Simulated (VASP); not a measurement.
**Pt: single point with PBE**

The system is Pt.

```
Pt
1.0
     0.00000    3.03547    3.03547
     3.03547    3.03547    0.00000
    -3.03547    6.07095   -3.03547
Pt
6
Direct
  0.00000 0.00000 0.00000
  0.50000 0.50000 0.50000
  0.12500 0.12500 0.62500
  0.62500 0.62500 0.12500
  0.37500 0.37500 0.87500
  0.87500 0.87500 0.37500
```

```json
{
 "Program": "VASP 6.6.1",
 "Task": "single point",
 "Functional": "PBE",
 "Potentials or basis": "VASP PAW PBE potentials, release 64 (Pt)",
 "Cutoff": "500 eV",
 "k mesh": "6 × 6 × 6",
 "Occupations": "gaussian, width 0.2 eV",
 "Spin": "no spin polarisation"
}
```

- Pressure: -0.3 GPa
- Band gap on the k mesh: zero (band 30 reaches 8.14 eV, above the bottom of band 31 at 7.67 eV)

Levels at points of the mesh, in eV from the Fermi level:
| k point | band 28 | band 29 | band 30 | band 31 | band 32 | band 33 |
| --- | --- | --- | --- | --- | --- | --- |
| (0.00, 0.00, 0.00) | -0.43 | -0.15 | -0.15 | -0.05 | -0.05 | 0.97 |
| (0.50, 0.00, 0.00) | -0.29 | -0.26 | -0.26 | 0.01 | 0.01 | 1.09 |
| (0.50, 0.50, 0.00) | -0.05 | -0.05 | 0.26 | 0.26 | 0.55 | 0.89 |
| (0.00, 0.00, 0.50) | -0.74 | 0.03 | 0.03 | 0.03 | 0.03 | 3.63 |

Run time: 4.3 min on 1 thread of AMD EPYC 7R13, with other jobs on the host, peak memory 0.24 GiB.

Caveat: spin-orbit coupling is left out, which moves the levels of the heavy elements.
